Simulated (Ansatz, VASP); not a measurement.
One calculation of WC, two programs

```
W C
1.0
     2.86130    0.00000    0.00000
    -1.43065    2.47796    0.00000
     0.00000    0.00000    2.79077
W C
1 1
Cartesian
  0.0000 0.0000 0.0000
  1.4307 0.8260 1.3954
```

Change from the starting cell: volume scaled by 0.96, crystal datasets.

Alike in both runs: task electric field gradients; functional PBE; k mesh 13 × 13 × 12; occupations fermi-dirac, width 0.05 eV; no spin polarisation.

```csv
,VASP,Ansatz
version,VASP 6.6.1,Ansatz 0.2.0
potentials or method,"VASP PAW PBE potentials, release 64 (W_sv, C), cutoff 520 eV","all-electron PAW with datasets made for the crystal, scalar-relativistic"
```

|  | VASP | Ansatz | Ansatz less VASP |
| --- | --- | --- | --- |
| pressure (GPa) | 28.5 | 27.1 | -1.41 |
| traceless stress, the component that is largest in VASP (GPa) | 2.13 | 1.87 | -0.258 |
| size of Vzz on the site where it differs most (V/Å²) | 161.8 | 151.1 | -10.72 |

Ansatz ran all-electron here, and VASP with PAW potentials.

Neither program's run includes spin-orbit coupling.
